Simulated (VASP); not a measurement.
A run of VASP 6.6.1:

File INCAR:

```
SYSTEM = Si2W
  PREC = Accurate
  ENCUT = 520
  EDIFF = 1E-6
  ISMEAR = 0
  SIGMA = 0.1
  LREAL = .False.
  LASPH = .True.
  NELM = 100
  ALGO = Normal
  ISIF = 2
  LWAVE = .False.
  LCHARG = .True.
  GGA = PS
  LELF = .True.
  LVHAR = .True.
  NBANDS = 18
```

File KPOINTS:

```
Automatic mesh
0
Gamma
  18 18 18
  0 0 0
```

The input POSCAR:

```
Si2W
1.0
   -1.5479322995      1.5479322995      3.8056156618
    1.5479322995     -1.5479322995      3.8056156618
    1.5479322995      1.5479322995     -3.8056156618
Si W
2 1
Direct
    0.3331877990      0.3331877990      0.0000000000
    0.6668122010      0.6668122010      0.0000000000
    0.0000000000      0.0000000000      0.0000000000
```

Potentials or basis: VASP PAW PBE potentials, release 64 (Si, W_sv).

Launch:

```bash
$ cat potpaw_PBE.64/Si/POTCAR potpaw_PBE.64/W_sv/POTCAR > POTCAR
$ mpirun -np 1 vasp_std > vasp.out
```

Hardware: 1 thread of Intel(R) Xeon(R) 6975P-C (Granite Rapids), with other jobs on the host.

Task: Estimate the wall time of this run.

Result: It took 3.1 min on 1 thread of Intel(R) Xeon(R) 6975P-C (Granite Rapids) (shared host), peak memory 0.43 GiB. Counts: scf iterations 12, k points 480.
